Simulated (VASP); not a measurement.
Set up this calculation in VASP 6.6.1, as the native input.

```yaml
Task: single point
Functional: PBE
Potentials_or_basis: VASP PAW PBE potentials, release 64 (Si, Zr_sv)
Cutoff: 520 eV
k_mesh: 1 × 1 × 1, shifted
Occupations: fermi-dirac, width 0.087 eV
Spin: no spin polarisation
Dipole_correction: no
Further_INCAR_settings: LREAL = Auto; ALGO = Normal; EDIFF = 1e-07; NBANDS = 54; ISYM = 0
```

The structure of ZrSi7 lies in POSCAR:

```
ZrSi7
1.0
    6.3834610000      0.2107420000      0.1575520000
    0.2107420000      6.5561630000     -0.0013120000
    0.1575520000     -0.0013120000      6.4400080000
Si Zr
14 2
Direct
    0.6804419556      0.3431009191      0.7280868529
    1.0718208170      0.2776812670     -0.1148540802
    0.9642558945      0.6988721073      0.3602645331
    0.9021242587     -0.0764511289      0.7365913544
    0.2239637531      0.7495699872      0.6338303460
    0.3551461948      0.4083620908      0.4921110001
    0.4239315130      0.1357634116      0.7852370469
    0.7997660142      0.3970751626      0.3656851401
    0.5419240643      0.6599367351      0.8086630664
    0.8979511378      0.5844625602      0.9861513863
    0.1233549768      0.1139328272      0.4338877617
    0.5419344898      0.6442053179      0.2579478682
    0.2145387458      0.4205946843      0.1651157594
    0.6177446068      0.9268141504      0.5338220204
    0.7361993915      0.0136511482      0.0970157527
    0.2313302430      0.8800944473      0.0584223096
```

The input as run:

INCAR

```
SYSTEM = ZrSi7
PREC     = Accurate       ! precision mode
ENCUT    = 520            ! plane-wave cutoff, eV
EDIFF    = 1E-7           ! SCF threshold, eV
ISMEAR   = -1             ! smearing method
SIGMA    = 0.087          ! smearing width, eV
LREAL    = Auto         
LASPH    = .TRUE.         ! aspherical terms in the spheres
NELM     = 60             ! most SCF steps
ALGO     = Normal         ! electronic algorithm
ISIF     = 2              ! what is computed and relaxed
LWAVE    = .FALSE.        ! write WAVECAR
LCHARG   = .FALSE.        ! write CHGCAR
GGA      = PE             ! functional
ISYM     = 0            
NBANDS   = 54             ! bands
```

KPOINTS

```
Automatic mesh
0
Gamma
  1 1 1
  0.25 0.25 0.25
```

Potentials or basis: VASP PAW PBE potentials, release 64 (Si, Zr_sv).

Run with:

```sh
$ cat potpaw_PBE.64/Si/POTCAR potpaw_PBE.64/Zr_sv/POTCAR > POTCAR
$ mpirun -np 1 vasp_std > vasp.out
```

It gave:

```json
{
  "Pressure": "1.4 GPa",
  "Largest force": "2.075 eV/Å",
  "Band gap on the k mesh": "0.38 eV"
}
```

Caveat: the k points lie up to 0.99 Å⁻¹ apart.

Wall time 26 s on 1 thread of Intel(R) Xeon(R) Platinum 8488C (Sapphire Rapids), on a shared host, peak memory 0.31 GiB.
